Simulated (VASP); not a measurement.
Crystal: Ni.

```
CELL_PARAMETERS angstrom
0.00000 1.76595 1.76595
1.76595 0.00000 1.76595
1.76595 1.76595 0.00000
ATOMIC_POSITIONS crystal
Ni 0.00000 0.00000 0.00000
```

Base run:

| Property | Result |
| --- | --- |
| Program | VASP 6.6.1 |
| Functional | PBE |
| Potentials or basis | VASP PAW PBE potentials, release 64 (Ni) |
| Cutoff | 520 eV |
| k mesh | 13 × 13 × 13 |
| Occupations | fermi-dirac, width 0.05 eV |
| Spin | collinear spin, ferromagnetic start |
| Starting moments | [0.95] μB |
| Fixed moment | 0.95 μB |

Its results: pressure 0.4 GPa; site moments Ni +0.95 μB.

Q: The run is repeated on the same cell with these changes: fixed moment from 0.95 μB to 1.19 μB; moments at the start from [0.95] to [1.19]. What comes out?

A: Pressure 3.6 GPa; site moments Ni +1.17 μB.

Caveats: the total moment is fixed, so each spin has its own Fermi level.
